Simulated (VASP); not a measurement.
Here is a VASP 6.6.1 calculation.

File POSCAR:

```
AlN
1.0
    0.0000000000      1.9780000000      1.9780000000
    1.9780000000      0.0000000000      1.9780000000
    1.9780000000      1.9780000000      0.0000000000
Al N
1 1
Direct
    0.0000000000      0.0000000000      0.0000000000
    0.5000000000      0.5000000000      0.5000000000
```

File INCAR.step1:

```
  ALGO = Normal
  EDIFF = 1E-4
  ENCUT = 520
  GGA = PE
  ISMEAR = -1
  LASPH = True
  LCHARG = False
  LREAL = False
  LWAVE = True
  NBANDS = 11
  NELM = 60
  PREC = Accurate
  SIGMA = 0.02
```

Contents of INCAR.step2:

```
  ALGO = Normal
  EDIFF = 1E-8
  ENCUT = 520
  ISIF = 2
  ISMEAR = -1
  ISTART = 1
  LASPH = True
  LCHARG = False
  LEFG = True
  LMIXTAU = True
  LREAL = False
  LWAVE = False
  METAGGA = R2SCAN
  NBANDS = 11
  NELM = 60
  PREC = Accurate
  SIGMA = 0.02
```

File KPOINTS:

```
k-points
0
Gamma
  10 10 10
```

Potentials or basis: VASP PAW PBE potentials, release 64 (Al, N).

Run with:

```sh
$ cat potpaw_PBE.64/Al/POTCAR potpaw_PBE.64/N/POTCAR > POTCAR
$ cp INCAR.step1 INCAR
$ mpirun -np 1 vasp_std > vasp.out
$ cp INCAR.step2 INCAR
$ mpirun -np 1 vasp_std > vasp.out
```

Problem. Estimate the pressure.

Solution. 18.2 GPa.

Problem. Estimate the band gap on the k mesh.

Solution. 5.87 eV, indirect (least direct gap 7.53 eV).

Caveat: without QUAD_EFG the Cq values of the log hold for a quadrupole moment of 1 mb, not for the nuclei; the PAW data sets were made with another functional, which shifts forces and pressure a little. r2SCAN opens gaps a little over a GGA but as a rule still falls short of measured ones.
